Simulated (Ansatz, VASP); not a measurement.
**One calculation of SrO, two programs**

```xyz
2
Lattice="0.0000 2.5663 2.5663 2.5663 0.0000 2.5663 2.5663 2.5663 0.0000" Properties=species:S:1:pos:R:3 pbc="T T T"
Sr    2.5663    2.5663    2.5663
O     0.0000    0.0000    0.0000
```

Alike in both runs: functional PBEsol; k mesh 9 × 9 × 9; occupations fermi-dirac, width 0.05 eV; non-collinear spin, spin-orbit coupling.

|  | VASP | Ansatz |
| --- | --- | --- |
| version | VASP 6.6.1 | Ansatz 0.2.0 |
| potentials or method | VASP PAW PBE potentials, release 64 (Sr_sv, O) | Ansatz PAW |
| plane-wave cutoff (eV) | 520 | 420 |
| valence electrons in the cell | 16 | 16 |
| task | single point | band structure |

VASP gave:

```
pressure (GPa) : 0.1
```

Q: What did Ansatz give for the same quantities?

A: Pressure (GPa): -0.6.

VASP's potentials were made for PBE, not for PBEsol. With one functional, cell and mesh, what is left measures potentials, basis and numerics.

Noted on Ansatz's run: the k mesh misses the band edges, so the gap on the mesh is wider than the one along the path.
